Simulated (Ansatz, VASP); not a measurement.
**One calculation of Ga3Se, two programs**

File POSCAR:

```
Ga3Se
1.0
    4.4907935969      0.0000000000      0.0000000000
    0.0000000000      4.4907935969      0.0000000000
    0.0000000000      0.0000000000      4.4907935969
Se Ga
1 3
Direct
    0.0000000000      0.0000000000      0.0000000000
    0.5000000000      0.5000000000      0.0000000000
    0.5000000000      0.0000000000      0.5000000000
    0.0000000000      0.5000000000      0.5000000000
```

INCAR.step1

```
SYSTEM = Ga3Se
PREC = Accurate
ENCUT = 520
ISMEAR = -1
SIGMA = 0.05
LREAL = .FALSE.
LASPH = .TRUE.
NELM = 60
NBANDS = 30
GGA = PE
ALGO = Normal
EDIFF = 1E-4
LWAVE = .TRUE.
LCHARG = .FALSE.
```

Contents of INCAR.step2:

```
SYSTEM = Ga3Se
PREC = Accurate
ENCUT = 520
EDIFF = 1E-6
ISMEAR = -1
SIGMA = 0.05
LREAL = .FALSE.
LASPH = .TRUE.
NELM = 60
ALGO = Normal
ISIF = 2
LWAVE = .FALSE.
LCHARG = .TRUE.
METAGGA = R2SCAN
LMIXTAU = .TRUE.
LELF = .TRUE.
LVHAR = .TRUE.
NBANDS = 30
ISTART = 1
```

The input KPOINTS:

```
regular mesh
0
G
  6 6 6
  0 0 0
```

The input input.yaml:

```yaml
crystal:
  lattice:
    - [4.4907935969, 0.0, 0.0]
    - [0.0, 4.4907935969, 0.0]
    - [0.0, 0.0, 4.4907935969]
  atoms:
    - { symbol: Se, position: [0.0, 0.0, 0.0] }
    - { symbol: Ga, position: [0.5, 0.5, 0.0] }
    - { symbol: Ga, position: [0.5, 0.0, 0.5] }
    - { symbol: Ga, position: [0.0, 0.5, 0.5] }
hamiltonian:
  xc: r2scan
  pseudopotentials: { kind: paw }
kpoints:
  mp_grid: { grid: [6, 6, 6] }
scf:
  occupations: { method: fermi_dirac, width: 0.05 }
output:
  forces: true
  stress: true
  eigenvalues: true
```

Alike in both runs: task single point; functional r2SCAN; k mesh 6 × 6 × 6; occupations fermi-dirac, width 0.05 eV; no spin polarisation.

```csv
,VASP,Ansatz
version,VASP 6.6.1,Ansatz 0.2.0
potentials or method,"VASP PAW PBE potentials, release 64 (Se, Ga_d)",Ansatz PAW
plane-wave cutoff (eV),520,500
valence electrons in the cell,45,55
```

Ansatz gave:

- gap on the k mesh at the Fermi level (eV): none
- pressure (GPa): -2.9

**Question.** What did VASP give for the same quantities?

**Answer.** gap on the k mesh at the Fermi level (eV): none; pressure (GPa): -2.8.

VASP's potentials were made for PBE, not for r2SCAN. A gap of «none» marks a metal or a gap that the smearing closes. VASP's potentials hold 45 valence electrons a cell and Ansatz's 55, so a difference there can come from the potentials and not from the codes.
